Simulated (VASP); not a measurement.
# LiCl (Pm-3m) in VASP: notebook

LiCl is run at these levels: PBE, LDA; tasks: single point.

Program: VASP 6.6.1. These are calculated values, not measurements. Logs are shortened: lines on timing, memory, paths and dates and some standing lists are left out, and cuts for length are marked.

### 1 The cell of the first run

The structure is cubic, space group Pm-3m (No. 221). Conventional cell: a = 3.271 Å, b = 3.271 Å, c = 3.271 Å, α = 90.00°, β = 90.00°, γ = 90.00°. Within 3.7 Å of Li (site symmetry m-3m) lie 8 Cl at 2.83 Å and 6 Li at 3.27 Å. Cl (site symmetry m-3m) has 8 Li at 2.83 Å and 6 Cl at 3.27 Å within 3.7 Å.

### 2 Single point, PBE

Input file INCAR:

```
SYSTEM = LiCl
PREC = Accurate ; ENCUT = 520
EDIFF = 1E-6 ; ISMEAR = 0
SIGMA = 0.01 ; LREAL = .FALSE.
LASPH = .TRUE. ; NELM = 80
ALGO = Normal ; ISIF = 2
LWAVE = .FALSE. ; LCHARG = .TRUE.
GGA = PE ; LELF = .TRUE.
LVHAR = .TRUE. ; NBANDS = 12
```

Input file KPOINTS:

```
Automatic mesh
0
G
  4 4 4
  0 0 0
```

Input file POSCAR:

```
LiCl
1.0
    3.2711235786      0.0000000000      0.0000000000
    0.0000000000      3.2711235786      0.0000000000
    0.0000000000      0.0000000000      3.2711235786
Li Cl
1 1
Direct
    0.0000000000      0.0000000000      0.0000000000
    0.5000000000      0.5000000000      0.5000000000
```

Potentials or basis: VASP PAW PBE potentials, release 64 (Li_sv, Cl).

On the command line:

```sh
$ cat potpaw_PBE.64/Li_sv/POTCAR potpaw_PBE.64/Cl/POTCAR > POTCAR
$ mpirun -np 1 vasp_std > vasp.out
```

OUTCAR:

```text
SYSTEM = LiCl
   PREC = Accurate
   ENCUT = 520
   EDIFF = 1E-6
   ISMEAR = 0
   LREAL = .FALSE.
   LASPH = .TRUE.
   NELM = 80
   ISIF = 2
   GGA = PE

 ion  position               nearest neighbor table
   1  0.000  0.000  0.000-
   2  0.500  0.500  0.500-

  LATTYP: Found a simple cubic cell.
 ALAT       =     3.2711235786

  Lattice vectors:

 A1 = (   3.2711235786,   0.0000000000,   0.0000000000)
 A2 = (   0.0000000000,   3.2711235786,   0.0000000000)
 A3 = (   0.0000000000,   0.0000000000,   3.2711235786)

Analysis of symmetry for initial positions (statically):
=====================================================================
 Subroutine PRICEL returns:
 Original cell was already a primitive cell.

 Routine SETGRP: Setting up the symmetry group for a
 simple cubic supercell.

 Subroutine GETGRP returns: Found 48 space group operations
 (whereof 48 operations were pure point group operations)
 out of a pool of 48 trial point group operations.

The static configuration has the point symmetry O_h .

Analysis of symmetry for dynamics (positions and initial velocities):
=====================================================================
 Subroutine PRICEL returns:
 Original cell was already a primitive cell.

 Routine SETGRP: Setting up the symmetry group for a
 simple cubic supercell.

 Subroutine GETGRP returns: Found 48 space group operations
 (whereof 48 operations were pure point group operations)
 out of a pool of 48 trial point group operations.

The dynamic configuration has the point symmetry O_h .

 Subroutine INISYM returns: Found 48 space group operations
 (whereof 48 operations are pure point group operations),
 and found     1 'primitive' translations

----------------------------------------------------------------------------------------

                                     Primitive cell

  volume of cell :      35.0018

  direct lattice vectors                    reciprocal lattice vectors
     3.271123579  0.000000000  0.000000000     0.305705357  0.000000000  0.000000000
     0.000000000  3.271123579  0.000000000     0.000000000  0.305705357  0.000000000
     0.000000000  0.000000000  3.271123579     0.000000000  0.000000000  0.305705357

  length of vectors
     3.271123579  3.271123579  3.271123579     0.305705357  0.305705357  0.305705357

  position of ions in fractional coordinates (direct lattice)
     0.000000000  0.000000000  0.000000000
     0.500000000  0.500000000  0.500000000

  ion indices of the primitive-cell ions
   primitive index   ion index
                 1           1
                 2           2

----------------------------------------------------------------------------------------

 KPOINTS: Automatic mesh

Automatic generation of k-mesh.
 Grid dimensions read from file:
 generate k-points for:    4    4    4

 Generating k-lattice:

  Cartesian coordinates                     Fractional coordinates (reciprocal lattice)
     0.076426339  0.000000000  0.000000000     0.250000000  0.000000000  0.000000000
     0.000000000  0.076426339  0.000000000     0.000000000  0.250000000  0.000000000
     0.000000000  0.000000000  0.076426339     0.000000000  0.000000000  0.250000000

  Length of vectors
     0.076426339  0.076426339  0.076426339

  Shift w.r.t. Gamma in fractional coordinates (k-lattice)
     0.000000000  0.000000000  0.000000000

 Subroutine IBZKPT returns following result:
 ===========================================

 Found     10 irreducible k-points:

 Following reciprocal coordinates:
            Coordinates               Weight
  0.000000  0.000000  0.000000      1.000000
  0.250000  0.000000  0.000000      6.000000
  0.500000  0.000000  0.000000      3.000000
  0.250000  0.250000  0.000000     12.000000
  0.500000  0.250000  0.000000     12.000000
  0.500000  0.500000  0.000000      3.000000
  0.250000  0.250000  0.250000      8.000000
  0.500000  0.250000  0.250000     12.000000
  0.500000  0.500000  0.250000      6.000000
  0.500000  0.500000  0.500000      1.000000
   k-points           NKPTS =     10   k-points in BZ     NKDIM =     10   number of bands    NBANDS=     12
   number of dos      NEDOS =    301   number of ions     NIONS =      2
   total plane-waves  NPLWV =  13824
   dimension x,y,z NGX =    24 NGY =   24 NGZ =   24
   dimension x,y,z NGXF=    48 NGYF=   48 NGZF=   48
   ions per type =               1   1
   NGX,Y,Z   is equivalent  to a cutoff of  12.20, 12.20, 12.20 a.u.
   NGXF,Y,Z  is equivalent  to a cutoff of  24.39, 24.39, 24.39 a.u.
 SYSTEM =  LiCl
   PREC   = accura    normal or accurate (medium, high low for compatibility)
   ISTART =      0    job   : 0-new  1-cont  2-samecut
   ICHARG =      2    charge: 1-file 2-atom 10-const
   ISPIN  =      1    spin polarized calculation?
   LNONCOLLINEAR =      F non collinear calculations
   LSORBIT =      F    spin-orbit coupling
   LASPH  =      T    aspherical Exc in radial PAW
   ENCUT  =  520.0 eV  38.22 Ry    6.18 a.u.   6.08  6.08  6.08*2*pi/ulx,y,z
   NELM   =     80;   NELMIN=  2; NELMDL= -5     # of ELM steps
   EDIFF  = 0.1E-05   stopping-criterion for ELM
   LREAL  =      F    real-space projection
   EDIFFG = 0.1E-04   stopping-criterion for IOM
   NSW    =      0    number of steps for IOM
   IBRION =     -1    ionic relax: 0-MD 1-quasi-New 2-CG
   NFREE  =      0    steps in history (QN), initial steepest desc. (CG)
   ISIF   =      2    stress and relaxation
   ISYM   =      2    0-nonsym 1-usesym 2-fastsym
   POTIM  = 0.5000    time-step for ionic-motion
   TEBEG  =    0.0;   TEEND  =   0.0 temperature during run
   PSTRESS=    0.0 pullay stress
   NELECT =      10.0000    total number of electrons
   NUPDOWN=      -1.0000    fix difference up-down
   EMIN   =  10.00;   EMAX   =-10.00  energy-range for DOS
   EFERMI =   0.00;   METHOD = LEGACY
   ISMEAR =     0;   SIGMA  =   0.01  broadening in eV -4-tet -1-fermi 0-gaus
   EFERMI_NEDOS =   21; number of points for ismear=-14 and -15
   IALGO  =     38    algorithm
   IMIX   =      4    mixing-type and parameters
     AMIX     =   0.40;   BMIX     =  1.00
     AMIX_MAG =   1.60;   BMIX_MAG =  1.00
  volume/ion in A,a.u.               =      17.50       118.10
  Fermi-wavevector in a.u.,A,eV,Ry     =   1.078230  2.037558 15.817846  1.162579
  Thomas-Fermi vector in A             =   2.214163
   LORBIT       =      0    0 simple, 1 ext, 2 COOP (PROOUT), +10 PAW based schemes
   GGA     = PE    functional components
   LHFCALC =     F    Hartree Fock is set to
   AEXX    =    0.0000 exact exchange contribution
   IVDW    =     0    specifies the selected vdW correction
   LEPSILON=     F    determine dielectric tensor
   LRPA    =     F    only Hartree local field effects (RPA)
 non-spin polarized calculation
 Gauss-broadening in eV      SIGMA  =   0.01
  energy-cutoff  :      520.00
  volume of cell :       35.00
 maximum number of plane-waves:       968
   NGX = 13   NGY = 13   NGZ = 13

 number of electron      10.0000013 magnetization

 Free energy of the ion-electron system (eV)
  ---------------------------------------------------
  ext. energy  EPLUGINS =         0.00000000
  ---------------------------------------------------
  free energy    TOTEN  =        -6.80129184 eV

  energy without entropy =       -6.80129184  energy(sigma->0) =       -6.80129184

 E-fermi :   1.6507     XC(G=0):  -8.6108

 val. band max:        1.5698253379   @ k =   0.5000   0.5000   0.0000
 cond. band min:       5.9924629848   @ k =   0.0000   0.0000   0.0000
 fundamental gap:      4.4226376468
 Fermi energy:         1.6506685863

 k-point     1 :       0.0000    0.0000    0.0000
  band No.  band energies     occupation
      1     -43.7762      2.00000
      2     -12.6666      2.00000
      3       0.7516      2.00000
      4       0.7516      2.00000
      5       0.7516      2.00000
      6       5.9925      0.00000
      7      10.2517      0.00000
      8      10.2517      0.00000
      9      14.7609      0.00000
     10      14.7609      0.00000
     11      14.7609      0.00000
     12      18.5722      0.00000

 k-point     2 :       0.2500    0.0000    0.0000
  band No.  band energies     occupation
      1     -43.7749      2.00000
      2     -12.4245      2.00000
      3      -1.0658      2.00000
      4       0.9760      2.00000
      5       0.9760      2.00000
      6       6.9384      0.00000
      7      10.9545      0.00000
      8      11.1483      0.00000
      9      13.0382      0.00000
     10      13.0382      0.00000
     11      15.8461      0.00000
     12      18.9149      0.00000

 k-point     3 :       0.5000    0.0000    0.0000
  band No.  band energies     occupation
      1     -43.7735      2.00000
      2     -12.1530      2.00000
      3      -2.3834      2.00000
      4       1.2240      2.00000
      5       1.2240      2.00000
      6       7.4124      0.00000
      7      11.0674      0.00000
      8      11.7716      0.00000
      9      11.7716      0.00000
     10      12.1220      0.00000
     11      16.0883      0.00000
     12      19.4519      0.00000

 k-point     4 :       0.2500    0.2500    0.0000
  band No.  band energies     occupation
      1     -43.7736      2.00000
      2     -12.1827      2.00000
      3      -0.8799      2.00000
      4      -0.7150      2.00000
      5       1.1747      2.00000
      6       8.2401      0.00000
      7       9.7547      0.00000
      8      11.4748      0.00000
      9      13.0807      0.00000
     10      13.2884      0.00000
     11      16.3010      0.00000
     12      16.6926      0.00000

 k-point     5 :       0.5000    0.2500    0.0000
  band No.  band energies     occupation
      1     -43.7724      2.00000
      2     -11.9122      2.00000
      3      -2.0996      2.00000
      4      -0.4941      2.00000
      5       1.3910      2.00000
      6       8.3744      0.00000
      7       9.1226      0.00000
      8      11.6565      0.00000
      9      12.5955      0.00000
     10      13.3816      0.00000
     11      16.4679      0.00000
     12      18.8959      0.00000

 k-point     6 :       0.5000    0.5000    0.0000
  band No.  band energies     occupation
      1     -43.7711      2.00000
      2     -11.6432      2.00000
      3      -1.7692      2.00000
      4      -1.7692      2.00000
      5       1.5698      2.00000
      6       6.7784      0.00000
      7      11.3820      0.00000
      8      11.3820      0.00000
      9      12.2164      0.00000
     10      14.9274      0.00000
     11      14.9274      0.00000
     12      15.1437      0.00000

 k-point     7 :       0.2500    0.2500    0.2500
  band No.  band energies     occupation
      1     -43.7724      2.00000
      2     -11.9470      2.00000
      3      -0.7471      2.00000
      4      -0.3822      2.00000
      5      -0.3822      2.00000
      6       8.8625      0.00000
      7       9.8236      0.00000
      8       9.8236      0.00000
      9      12.4006      0.00000
     10      14.9587      0.00000
     11      14.9587      0.00000
     12      18.8522      0.00000

 k-point     8 :       0.5000    0.2500    0.2500
  band No.  band energies     occupation
      1     -43.7712      2.00000
      2     -11.6842      2.00000
      3      -1.7718      2.00000
      4      -0.3496      2.00000
      5       0.0108      2.00000
      6       8.3739      0.00000
      7       8.5201      0.00000
      8       9.3255      0.00000
      9      14.1736      0.00000
     10      15.0671      0.00000
     11      15.1921      0.00000
     12      18.4677      0.00000

 k-point     9 :       0.5000    0.5000    0.2500
  band No.  band energies     occupation
      1     -43.7699      2.00000
      2     -11.4315      2.00000
      3      -1.3823      2.00000
      4      -1.3823      2.00000
      5       0.1982      2.00000
      6       6.7627      0.00000
      7       8.5249      0.00000
      8       8.5249      0.00000
      9      14.2237      0.00000
     10      15.2839      0.00000
     11      18.0098      0.00000
     12      18.0098      0.00000

 k-point    10 :       0.5000    0.5000    0.5000
  band No.  band energies     occupation
      1     -43.7687      2.00000
      2     -11.1989      2.00000
      3      -0.9075      2.00000
      4      -0.9075      2.00000
      5      -0.9075      2.00000
      6       6.7418      0.00000
      7       6.7418      0.00000
      8       6.7418      0.00000
      9      13.5713      0.00000
     10      20.2128      0.00000
     11      20.2128      0.00000
     12      20.2128      0.00000

------------------------ aborting loop because EDIFF is reached ----------------------------------------

  FORCE on cell =-STRESS in cart. coord.  units (eV):
  Direction    XX          YY          ZZ          XY          YZ          ZX
  --------------------------------------------------------------------------------------
  -------------------------------------------------------------------------------------
  Total        0.1018808      0.1018808      0.1018808     -0.0000000      0.0000000     -0.0000000
  in kB        4.6635029      4.6635029      4.6635029     -0.0000000      0.0000000     -0.0000000
  external PRESSURE =       4.6635029 kB  Pullay stress =       0.0000000 kB

 VOLUME and BASIS-vectors are now :
 -----------------------------------------------------------------------------
  energy-cutoff  :      520.00
  volume of cell :       35.00
      direct lattice vectors                 reciprocal lattice vectors
     3.271123579  0.000000000  0.000000000     0.305705357  0.000000000  0.000000000
     0.000000000  3.271123579  0.000000000     0.000000000  0.305705357  0.000000000
     0.000000000  0.000000000  3.271123579     0.000000000  0.000000000  0.305705357

 POSITION                                       TOTAL-FORCE (eV/Angst)
 -----------------------------------------------------------------------------------
      0.00000      0.00000      0.00000         0.000000      0.000000      0.000000
      1.63556      1.63556      1.63556         0.000000      0.000000      0.000000
 -----------------------------------------------------------------------------------
    total drift:                                0.000000     -0.000000     -0.000000

  FREE ENERGIE OF THE ION-ELECTRON SYSTEM (eV)
  ---------------------------------------------------
  free  energy   TOTEN  =        -6.8012918353 eV

  energy  without entropy=       -6.8012918353  energy(sigma->0) =       -6.80129184
```

It took 2.3 s on 1 thread of AMD EPYC 9R45 (Zen 5), shared host; peak memory 0.1 GiB.

What came out:

| Quantity | Value |
| --- | --- |
| Free energy | -6.8013 eV |
| Band gap on the k mesh | 4.42 eV, indirect (least direct gap 5.21 eV) |

Caveat: the k points lie up to 0.48 Å⁻¹ apart; the cutoff is under 1.25 times the usual one of these potentials, so pressure, stress and relaxed cells hold a basis-set (Pulay) error.

### 3 Single point, LDA

Input file INCAR:

```
SYSTEM = LiCl
PREC = Accurate
ENCUT = 520
EDIFF = 1E-6
ISMEAR = 0
SIGMA = 0.01
LREAL = .FALSE.
LASPH = .TRUE.
NELM = 80
ALGO = Normal
ISIF = 2
LWAVE = .FALSE.
LCHARG = .FALSE.
GGA = CA
NBANDS = 12
```

Input file KPOINTS:

```
regular mesh
0
G
  4 4 4
  0 0 0
```

POSCAR is that of step 2.

Potentials or basis: VASP PAW LDA potentials, release 64 (Li_sv, Cl).

On the command line:

```sh
$ cat potpaw_LDA.64/Li_sv/POTCAR potpaw_LDA.64/Cl/POTCAR > POTCAR
$ mpirun -np 1 vasp_std > vasp.out
```

OUTCAR:

```text
SYSTEM = LiCl
   PREC = Accurate
   ENCUT = 520
   EDIFF = 1E-6
   ISMEAR = 0
   LREAL = .FALSE.
   LASPH = .TRUE.
   NELM = 80
   ISIF = 2
   GGA = CA

 ion  position               nearest neighbor table
   1  0.000  0.000  0.000-
   2  0.500  0.500  0.500-

  LATTYP: Found a simple cubic cell.
 ALAT       =     3.2711235786

  Lattice vectors:

 A1 = (   3.2711235786,   0.0000000000,   0.0000000000)
 A2 = (   0.0000000000,   3.2711235786,   0.0000000000)
[... 317 lines left out ...]

------------------------ aborting loop because EDIFF is reached ----------------------------------------

  FORCE on cell =-STRESS in cart. coord.  units (eV):
  Direction    XX          YY          ZZ          XY          YZ          ZX
  --------------------------------------------------------------------------------------
  -------------------------------------------------------------------------------------
  Total       -0.5805677     -0.5805677     -0.5805677     -0.0000000     -0.0000000      0.0000000
  in kB      -26.5749572    -26.5749572    -26.5749572     -0.0000000     -0.0000000      0.0000000
  external PRESSURE =     -26.5749572 kB  Pullay stress =       0.0000000 kB

 VOLUME and BASIS-vectors are now :
 -----------------------------------------------------------------------------
  energy-cutoff  :      520.00
  volume of cell :       35.00
      direct lattice vectors                 reciprocal lattice vectors
     3.271123579  0.000000000  0.000000000     0.305705357  0.000000000  0.000000000
     0.000000000  3.271123579  0.000000000     0.000000000  0.305705357  0.000000000
     0.000000000  0.000000000  3.271123579     0.000000000  0.000000000  0.305705357

 POSITION                                       TOTAL-FORCE (eV/Angst)
 -----------------------------------------------------------------------------------
      0.00000      0.00000      0.00000         0.000000      0.000000      0.000000
      1.63556      1.63556      1.63556         0.000000      0.000000      0.000000
 -----------------------------------------------------------------------------------
    total drift:                                0.000000     -0.000000     -0.000000

  FREE ENERGIE OF THE ION-ELECTRON SYSTEM (eV)
  ---------------------------------------------------
  free  energy   TOTEN  =        -7.4791918464 eV

  energy  without entropy=       -7.4791918464  energy(sigma->0) =       -7.47919185
```

OSZICAR:

```text
N       E                     dE             d eps       ncg     rms          rms(c)
DAV:   1     0.426452002649E+02    0.42645E+02   -0.39273E+03   240   0.757E+02
DAV:   2    -0.489578517396E+01   -0.47541E+02   -0.44922E+02   324   0.141E+02
DAV:   3    -0.758108399018E+01   -0.26853E+01   -0.26770E+01   320   0.337E+01
DAV:   4    -0.761173467709E+01   -0.30651E-01   -0.30645E-01   328   0.402E+00
DAV:   5    -0.761206032671E+01   -0.32565E-03   -0.32565E-03   324   0.361E-01    0.291E+00
DAV:   6    -0.749829447763E+01    0.11377E+00   -0.22836E-01   268   0.190E+00    0.193E+00
DAV:   7    -0.748097698800E+01    0.17317E-01   -0.60515E-02   352   0.107E+00    0.938E-01
DAV:   8    -0.747922656190E+01    0.17504E-02   -0.45499E-03   360   0.439E-01    0.180E-01
DAV:   9    -0.747918750345E+01    0.39058E-04   -0.23436E-04   288   0.995E-02    0.758E-02
DAV:  10    -0.747919234874E+01   -0.48453E-05   -0.34948E-05   328   0.319E-02    0.106E-02
DAV:  11    -0.747919184641E+01    0.50233E-06   -0.18945E-06   208   0.905E-03
   1 F= -.74791918E+01 E0= -.74791918E+01  d E =-.169746E-83
```

Wall time 1.5 s (1 thread of AMD EPYC 9R45 (Zen 5), shared host); peak memory 0.09 GiB.

What came out:

| Quantity | Value |
| --- | --- |
| Free energy | -7.4792 eV |
| Band gap on the k mesh | 4.14 eV, indirect (least direct gap 4.96 eV) |

Levels at points of the mesh, in eV from the valence-band top:
| k point | band 3 | band 4 | band 5 | band 6 | band 7 | band 8 |
| --- | --- | --- | --- | --- | --- | --- |
| (0.00, 0.00, 0.00) | -0.84 | -0.84 | -0.84 | 4.14 | 8.43 | 8.43 |
| (0.50, 0.00, 0.00) | -4.05 | -0.35 | -0.35 | 5.52 | 9.26 | 9.96 |
| (0.50, 0.50, 0.00) | -3.43 | -3.43 | 0.00 | 4.96 | 9.51 | 9.51 |
| (0.50, 0.50, 0.50) | -2.53 | -2.53 | -2.53 | 4.88 | 4.88 | 4.88 |

Caveat: the k points lie up to 0.48 Å⁻¹ apart; the cutoff is under 1.25 times the usual one of these potentials, so pressure, stress and relaxed cells hold a basis-set (Pulay) error. A k mesh can miss the band edges.

(Continued in part 2 of 2.)
